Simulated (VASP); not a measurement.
NaI: single point with PBE

NaI:

```
Na I
1.0
     0.09982    3.24880    3.24880
     3.24880    0.09982    3.24880
     3.24880    3.24880    0.09982
Na I
1 1
Cartesian
  0.0000 0.0000 0.0000
  3.2987 3.2987 3.2987
```

This cell differs from its parent crystal: epitaxial 111 strain -2.5%.

```json
{
 "Program": "VASP 6.6.1",
 "Task": "single point",
 "Functional": "PBE",
 "Potentials or basis": "VASP PAW PBE potentials, release 64 (Na_pv, I)",
 "Cutoff": "520 eV",
 "k mesh": "4 × 4 × 4",
 "Occupations": "gaussian, width 0.01 eV",
 "Spin": "no spin polarisation",
 "Dipole correction": "no",
 "Further INCAR settings": "ALGO = Normal; EDIFF = 1e-07; NBANDS = 14"
}
```

| Quantity | Value |
| --- | --- |
| Pressure | 1.2 GPa |
| Band gap on the k mesh | 3.64 eV, direct |

Stress tensor (GPa, compression positive):
```
 1.15 -0.25 -0.25
-0.25  1.15 -0.25
-0.25 -0.25  1.15
```

Levels at points of the mesh, in eV from the valence-band top:
| k point | band 4 | band 5 | band 6 | band 7 | band 8 | band 9 | band 10 | band 11 |
| --- | --- | --- | --- | --- | --- | --- | --- | --- |
| (0.00, 0.00, 0.00) | -11.19 | -0.22 | 0.00 | 0.00 | 3.64 | 7.52 | 8.03 | 8.03 |
| (0.50, 0.00, 0.00) | -10.82 | -2.38 | -0.48 | -0.36 | 4.97 | 7.17 | 7.49 | 8.92 |
| (0.50, 0.50, 0.00) | -10.75 | -2.10 | -0.97 | -0.77 | 4.42 | 5.43 | 9.95 | 11.44 |
| (0.50, 0.50, 0.50) | -10.88 | -2.43 | -0.26 | -0.26 | 5.15 | 7.62 | 7.62 | 8.79 |

It took 13 s on 1 thread of Intel(R) Xeon(R) Platinum 8259CL CPU @ 2.50GHz (Skylake/Cascade Lake) (shared host), peak memory 0.2 GiB.

Caveat: the k points lie up to 0.43 Å⁻¹ apart; the cell differs from its parent crystal (epitaxial 111 strain -2.5%); spin-orbit coupling is left out, which moves the levels of the heavy elements.
